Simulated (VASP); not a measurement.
Runs of VASP 6.6.1 on Cu. The structure is that of space group Fm-3m (No. 225), or close to it. The cells are those of the table. 

| level | cell | k mesh | gap on the mesh (eV) | pressure (GPa) |
| --- | --- | --- | --- | --- |
| PBE | a = 2.567 Å, angles 60.0°, 1 atom | 10 × 10 × 10 | none | 0.7 |
| r2SCAN | a = 2.567 Å, angles 60.0°, 1 atom | 20 × 20 × 20 | none | -6.0 |
| r2SCAN | a = 2.529 Å, angles 60.0°, 1 atom | 20 × 20 × 20 | none | (a) |
| PBE | a = 2.553 Å, angles 60.0°, 1 atom | 10 × 10 × 10 | none | 3.3 |

Alike in all rows: task single point; potentials or basis VASP PAW PBE potentials, release 64 (Cu); no spin polarisation; cutoff (eV) 520; smearing gaussian 0.05 eV.

Question: Fill in the values left out.

Answer: (a) 0.4.

Caveats: the PAW data sets were made with another functional, which shifts forces and pressure a little (some runs).

A gap of «none» marks levels without a gap at the run's occupations.
